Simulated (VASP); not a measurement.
# Na (Im-3m) in VASP: notebook

Runs on Na. Level: PBEsol. Tasks: single point, relaxation of cell and atoms.

All numbers are computed with VASP 6.6.1; they aren't measurements. Logs are shortened: lines on timing, memory, paths and dates and some standing lists are left out, and cuts for length are marked.

## 1. The cell of the first run

It takes space group Im-3m (No. 229, cubic). Conventional cell: a = 4.182 Å, b = 4.182 Å, c = 4.182 Å, α = 90.00°, β = 90.00°, γ = 90.00°. Na (site symmetry m-3m) has 14 Na at 3.62 to 4.18 Å within 4.8 Å.

## 2. Single point, PBEsol

INCAR

```
SYSTEM = Na
PREC = Accurate ; ENCUT = 520
EDIFF = 1E-7 ; ISMEAR = 1
SIGMA = 0.02 ; LREAL = .FALSE.
LASPH = .TRUE. ; NELM = 60
ALGO = Normal ; ISIF = 2
LWAVE = .FALSE. ; LCHARG = .FALSE.
GGA = PS ; NBANDS = 10
```

KPOINTS

```
regular mesh
0
G
  6 6 6
  0 0 0
```

POSCAR

```
Na
1.0
   -2.0908447558      2.0908447558      2.0908447558
    2.0908447558     -2.0908447558      2.0908447558
    2.0908447558      2.0908447558     -2.0908447558
Na
1
Direct
    0.0000000000      0.0000000000      0.0000000000
```

Potentials or basis: VASP PAW PBE potentials, release 64 (Na_pv).

Started as:

```bash
cat potpaw_PBE.64/Na_pv/POTCAR > POTCAR
mpirun -np 1 vasp_std > vasp.out
```

OUTCAR:

```text
SYSTEM = Na
   PREC = Accurate
   ENCUT = 520
   EDIFF = 1E-7
   ISMEAR = 1
   LREAL = .FALSE.
   LASPH = .TRUE.
   NELM = 60
   ISIF = 2
   GGA = PS

 ion  position               nearest neighbor table
   1  0.000  0.000  0.000-

  LATTYP: Found a body centered cubic cell.
 ALAT       =     4.1816895116

  Lattice vectors:

 A1 = (  -2.0908447558,   2.0908447558,   2.0908447558)
 A2 = (   2.0908447558,  -2.0908447558,   2.0908447558)
 A3 = (   2.0908447558,   2.0908447558,  -2.0908447558)

Analysis of symmetry for initial positions (statically):
=====================================================================
 Subroutine PRICEL returns:
 Original cell was already a primitive cell.

 Routine SETGRP: Setting up the symmetry group for a
 body centered cubic supercell.

 Subroutine GETGRP returns: Found 48 space group operations
 (whereof 48 operations were pure point group operations)
 out of a pool of 48 trial point group operations.

The static configuration has the point symmetry O_h .

Analysis of symmetry for dynamics (positions and initial velocities):
=====================================================================
 Subroutine PRICEL returns:
 Original cell was already a primitive cell.

 Routine SETGRP: Setting up the symmetry group for a
 body centered cubic supercell.

 Subroutine GETGRP returns: Found 48 space group operations
 (whereof 48 operations were pure point group operations)
 out of a pool of 48 trial point group operations.

The dynamic configuration has the point symmetry O_h .

 Subroutine INISYM returns: Found 48 space group operations
 (whereof 48 operations are pure point group operations),
 and found     1 'primitive' translations

----------------------------------------------------------------------------------------

                                     Primitive cell

  volume of cell :      36.5616

  direct lattice vectors                    reciprocal lattice vectors
    -2.090844756  2.090844756  2.090844756     0.000000000  0.239137793  0.239137793
     2.090844756 -2.090844756  2.090844756     0.239137793  0.000000000  0.239137793
     2.090844756  2.090844756 -2.090844756     0.239137793  0.239137793  0.000000000

  length of vectors
     3.621449348  3.621449348  3.621449348     0.338191910  0.338191910  0.338191910

  position of ions in fractional coordinates (direct lattice)
     0.000000000  0.000000000  0.000000000
[... 70 lines left out ...]
   NSW    =      0    number of steps for IOM
   IBRION =     -1    ionic relax: 0-MD 1-quasi-New 2-CG
   NFREE  =      0    steps in history (QN), initial steepest desc. (CG)
   ISIF   =      2    stress and relaxation
   ISYM   =      2    0-nonsym 1-usesym 2-fastsym
   POTIM  = 0.5000    time-step for ionic-motion
   TEBEG  =    0.0;   TEEND  =   0.0 temperature during run
   PSTRESS=    0.0 pullay stress
   NELECT =       7.0000    total number of electrons
   NUPDOWN=      -1.0000    fix difference up-down
   EMIN   =  10.00;   EMAX   =-10.00  energy-range for DOS
   EFERMI =   0.00;   METHOD = LEGACY
   ISMEAR =     1;   SIGMA  =   0.02  broadening in eV -4-tet -1-fermi 0-gaus
   EFERMI_NEDOS =   21; number of points for ismear=-14 and -15
   IALGO  =     38    algorithm
   IMIX   =      4    mixing-type and parameters
     AMIX     =   0.40;   BMIX     =  1.00
     AMIX_MAG =   1.60;   BMIX_MAG =  1.00
  volume/ion in A,a.u.               =      36.56       246.73
  Fermi-wavevector in a.u.,A,eV,Ry     =   0.943552  1.783054 12.113130  0.890290
  Thomas-Fermi vector in A             =   2.071270
   LORBIT       =      0    0 simple, 1 ext, 2 COOP (PROOUT), +10 PAW based schemes
   GGA     = PS    functional components
   LHFCALC =     F    Hartree Fock is set to
   AEXX    =    0.0000 exact exchange contribution
   IVDW    =     0    specifies the selected vdW correction
   LEPSILON=     F    determine dielectric tensor
   LRPA    =     F    only Hartree local field effects (RPA)
 non-spin polarized calculation
 Methfessel and Paxton  Order N= 1 SIGMA  =   0.02
  energy-cutoff  :      520.00
  volume of cell :       36.56
 maximum number of plane-waves:       997
   NGX = 13   NGY = 13   NGZ = 13

 number of electron       6.9999999 magnetization

 Free energy of the ion-electron system (eV)
  ---------------------------------------------------
  ext. energy  EPLUGINS =         0.00000000
  ---------------------------------------------------
  free energy    TOTEN  =        -1.35751375 eV

  energy without entropy =       -1.35628054  energy(sigma->0) =       -1.35710268

 E-fermi :   0.3821     XC(G=0):  -6.5378

 val. band max:       -0.0786569446   @ k =   0.1667   0.1667   0.1667
 cond. band min:       0.3835560005   @ k =   0.3333   0.1667   0.0000
 fundamental gap:      0.4622129451
 Fermi energy:         0.3820744493

 k-point     1 :       0.0000    0.0000    0.0000
  band No.  band energies     occupation
      1     -24.4296      2.00000
      2     -24.4296      2.00000
      3     -24.4296      2.00000
      4      -2.9621      2.00000
      5      12.1672      0.00000
      6      12.1672      0.00000
      7      12.1672      0.00000
      8      13.1799      0.00000
      9      13.1799      0.00000
     10      13.7277      0.00000
[... 183 lines left out ...]
 k-point    16 :       0.5000    0.5000    0.5000
  band No.  band energies     occupation
      1     -24.4570      2.00000
      2     -24.4570      2.00000
      3     -24.4570      2.00000
      4       4.8819      0.00000
      5       4.8819      0.00000
      6       5.2802      0.00000
      7       5.2802      0.00000
      8       5.2802      0.00000
      9       8.2137      0.00000
     10      19.9911      0.00000

------------------------ aborting loop because EDIFF is reached ----------------------------------------

  FORCE on cell =-STRESS in cart. coord.  units (eV):
  Direction    XX          YY          ZZ          XY          YZ          ZX
  --------------------------------------------------------------------------------------
  -------------------------------------------------------------------------------------
  Total        0.0102418      0.0102418      0.0102418     -0.0000000     -0.0000000      0.0000000
  in kB        0.4488079      0.4488079      0.4488079     -0.0000000     -0.0000000      0.0000000
  external PRESSURE =       0.4488079 kB  Pullay stress =       0.0000000 kB

 VOLUME and BASIS-vectors are now :
 -----------------------------------------------------------------------------
  energy-cutoff  :      520.00
  volume of cell :       36.56
      direct lattice vectors                 reciprocal lattice vectors
    -2.090844756  2.090844756  2.090844756     0.000000000  0.239137793  0.239137793
     2.090844756 -2.090844756  2.090844756     0.239137793  0.000000000  0.239137793
     2.090844756  2.090844756 -2.090844756     0.239137793  0.239137793  0.000000000

 POSITION                                       TOTAL-FORCE (eV/Angst)
 -----------------------------------------------------------------------------------
      0.00000      0.00000      0.00000         0.000000      0.000000     -0.000000
 -----------------------------------------------------------------------------------
    total drift:                               -0.000000     -0.000000     -0.000000

  FREE ENERGIE OF THE ION-ELECTRON SYSTEM (eV)
  ---------------------------------------------------
  free  energy   TOTEN  =        -1.3575137505 eV

  energy  without entropy=       -1.3562805416  energy(sigma->0) =       -1.35710268
```

OSZICAR:

```text
N       E                     dE             d eps       ncg     rms          rms(c)
DAV:   1     0.270700097594E+02    0.27070E+02   -0.37130E+03   320   0.580E+02
DAV:   2    -0.640288966228E+00   -0.27710E+02   -0.27609E+02   332   0.140E+02
DAV:   3    -0.135458489837E+01   -0.71430E+00   -0.71400E+00   390   0.243E+01
DAV:   4    -0.135964192476E+01   -0.50570E-02   -0.50568E-02   392   0.215E+00
DAV:   5    -0.135971575623E+01   -0.73831E-04   -0.73831E-04   402   0.245E-01    0.238E-01
DAV:   6    -0.135804437277E+01    0.16714E-02   -0.27795E-03   374   0.768E-01    0.144E-01
DAV:   7    -0.135756705961E+01    0.47731E-03   -0.25109E-03   356   0.653E-01    0.455E-02
DAV:   8    -0.135751361208E+01    0.53448E-04   -0.19996E-04   378   0.246E-01    0.205E-03
DAV:   9    -0.135751382966E+01   -0.21758E-06   -0.77944E-07   382   0.911E-03    0.113E-03
DAV:  10    -0.135751375049E+01    0.79174E-07   -0.40621E-08   348   0.136E-03
   1 F= -.13575138E+01 E0= -.13571027E+01  d E =-.123321E-02
```

It took 2.4 s on 1 thread of Intel Xeon 6975P-C (Granite Rapids), shared host; peak memory 0.14 GiB.

Results:

| Item | Value |
| --- | --- |
| Free energy | -1.3575 eV |
| Pressure | 0.0 GPa |

Caveat: the PAW data sets were made with another functional, which shifts forces and pressure a little.

## 3. Relaxation of cell and atoms, PBEsol

This run uses another cell than the first one, of 39.26 Å³/atom, 1.074 times its volume.

INCAR

```
SYSTEM = Na
ALGO     = Normal         ! electronic algorithm
EDIFF    = 1E-6           ! SCF threshold, eV
EDIFFG   = -0.01          ! ionic threshold
ENCUT    = 600            ! plane-wave cutoff, eV
GGA      = PS             ! functional
IBRION   = 2              ! ionic algorithm
ISIF     = 3              ! what is computed and relaxed
ISMEAR   = 1              ! smearing method
LASPH    = .TRUE.         ! aspherical terms in the spheres
LCHARG   = .FALSE.        ! write CHGCAR
LREAL    = .FALSE.        ! projectors in reciprocal space
LWAVE    = .FALSE.        ! write WAVECAR
NELM     = 60             ! most SCF steps
NSW      = 60             ! ionic steps
PREC     = Accurate       ! precision mode
SIGMA    = 0.02           ! smearing width, eV
```

KPOINTS

```
k-points
0
G
  6 6 6
  0 0 0
```

POSCAR

```
Na
1.0
   -2.1410000000      2.1410000000      2.1410000000
    2.1410000000     -2.1410000000      2.1410000000
    2.1410000000      2.1410000000     -2.1410000000
Na
1
Direct
    0.0000000000      0.0000000000      0.0000000000
```

Potentials or basis: VASP PAW PBE potentials, release 64 (Na_pv).

Started as:

```bash
cat potpaw_PBE.64/Na_pv/POTCAR > POTCAR
mpirun -np 1 vasp_std > vasp.out
```

It took 4.8 s on 1 thread of Intel Xeon 6975P-C (Granite Rapids), shared host; peak memory 0.15 GiB.

It converged, with:

```
Free energy                            : -1.3578 eV
Relaxed volume                         : 36.75 Å³/atom
Relaxed cell                           : a = 3.628 Å, b = 3.628 Å, c = 3.628 Å, α = 109.47°, β = 109.47°, γ = 109.47°
Space group after relaxing (to 0.05 Å) : Im-3m (No. 229)
Energy gained by relaxing              : 3.8 meV/atom
Ionic steps                            : 3
Pressure after relaxing                : 0.0 GPa
```

The path:
```tsv
step	energy change (eV)	largest force (eV/Å)	pressure (GPa)	volume (Å³)
1	0.0000	0.0000	-0.46	39.26
2	-0.0016	0.0000	-0.35	38.61
3	-0.0038	0.0000	-0.02	36.75
```

Final structure:
```
Na
1.0
    -2.09444    2.09444    2.09444
     2.09444   -2.09444    2.09444
     2.09444    2.09444   -2.09444
Na
1
Direct
  0.00000 0.00000 0.00000
```

Levels at points of the mesh, in eV from the Fermi level:
| k point | band 1 | band 2 | band 3 | band 4 | band 5 | band 6 | band 7 |
| --- | --- | --- | --- | --- | --- | --- | --- |
| (0.00, 0.00, 0.00) | -24.82 | -24.82 | -24.82 | -3.33 | 11.75 | 11.75 | 11.75 |
| (0.50, 0.00, 0.00) | -24.85 | -24.83 | -24.82 | 0.71 | 1.20 | 8.20 | 9.18 |
| (0.50, 0.50, 0.50) | -24.84 | -24.84 | -24.84 | 4.49 | 4.49 | 4.88 | 4.88 |

Caveat: the PAW data sets were made with another functional, which shifts forces and pressure a little.
